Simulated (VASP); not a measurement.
# Ru: single point with r2SCAN

Crystal: Ru.

```
CELL_PARAMETERS angstrom
2.66923 0.00000 0.00000
-1.33462 2.31162 0.00000
0.00000 0.00000 4.22403
ATOMIC_POSITIONS crystal
Ru 0.66667 0.33333 0.75000
Ru 0.33333 0.66667 0.25000
```

| Property | Result |
| --- | --- |
| Program | VASP 6.6.1 |
| Task | single point |
| Functional | r2SCAN |
| Potentials or basis | VASP PAW PBE potentials, release 64 (Ru_pv) |
| Cutoff | 520 eV |
| k mesh | 11 × 11 × 6 |
| Occupations | fermi-dirac, width 0.05 eV |
| Spin | no spin polarisation |
| Dipole correction | no |
| Further INCAR settings | ALGO = Normal; EDIFF = 1e-06; NBANDS = 21 |

| Item | Value |
| --- | --- |
| Pressure | 14.6 GPa |
| Band gap on the k mesh | zero (band 14 reaches 15.16 eV, above the bottom of band 15 at 11.74 eV) |

Stress tensor (GPa, compression positive):
```
14.54  0.00  0.00
 0.00 14.54  0.00
 0.00  0.00 14.67
```

Levels at points of the mesh, in eV from the Fermi level:
```csv
k point,band 11,band 12,band 13,band 14,band 15,band 16,band 17,band 18
"(0.00, 0.00, 0.00)",-2.60,-2.05,-2.05,-1.48,-1.48,1.38,1.38,1.48
"(0.00, 0.00, 0.50)",-2.99,-2.99,-2.89,-2.89,0.68,0.68,0.68,0.68
```

It took 74 s on 1 thread of Intel Xeon 6975P-C (shared host), peak memory 0.16 GiB.

Caveat: the PAW data sets were made with another functional, which shifts forces and pressure a little.
